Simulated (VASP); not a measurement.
## Al: single point with PBE

The system is Al.

```
CELL_PARAMETERS angstrom
3.54075 2.04426 6.47780
-3.54075 2.04426 6.47780
0.00000 -4.08851 6.47780
ATOMIC_POSITIONS crystal
Al 0.02026 0.64138 0.02026
Al 0.02026 0.02026 0.64138
Al 0.64138 0.02026 0.02026
Al 0.97974 0.35862 0.97974
Al 0.35862 0.97974 0.97974
Al 0.97974 0.97974 0.35862
Al 0.22917 0.61825 0.22917
Al 0.22917 0.22917 0.61825
Al 0.61825 0.22917 0.22917
Al 0.77083 0.38175 0.77083
Al 0.38175 0.77083 0.77083
Al 0.77083 0.77083 0.38175
```

- Program: VASP 6.6.1
- Task: single point
- Functional: PBE
- Potentials or basis: VASP PAW PBE potentials, release 64 (Al)
- Cutoff: 520 eV
- k mesh: 3 × 3 × 3
- Occupations: gaussian, width 0.1 eV
- Spin: no spin polarisation
- Dipole correction: no
- Further INCAR settings: ALGO = Normal; EDIFF = 1e-06; NBANDS = 30

```json
{
  "Pressure": "0.3 GPa",
  "Largest force": "0.042 eV/Å",
  "Band gap on the k mesh": "zero (band 18 reaches 5.01 eV, above the bottom of band 19 at 4.29 eV)"
}
```

Forces in eV/Å, atoms in the order of the input:
```
Al   0.030 -0.017 -0.024
Al   0.000  0.035 -0.024
Al  -0.030 -0.017 -0.024
Al  -0.030  0.017  0.024
Al   0.030  0.017  0.024
Al   0.000 -0.035  0.024
Al  -0.016  0.009 -0.006
Al   0.000 -0.019 -0.006
Al   0.016  0.009 -0.006
Al   0.016 -0.009  0.006
Al  -0.016 -0.009  0.006
Al   0.000  0.019  0.006
```

Levels at points of the mesh, in eV from the Fermi level:
| k point | band 16 | band 17 | band 18 | band 19 | band 20 | band 21 |
| --- | --- | --- | --- | --- | --- | --- |
| (0.00, 0.00, 0.00) | -0.40 | -0.40 | 0.64 | 0.75 | 1.14 | 1.14 |

Run time: 120 s on 1 thread of Intel(R) Xeon(R) Platinum 8488C (Sapphire Rapids), on a shared host, peak memory 0.46 GiB.
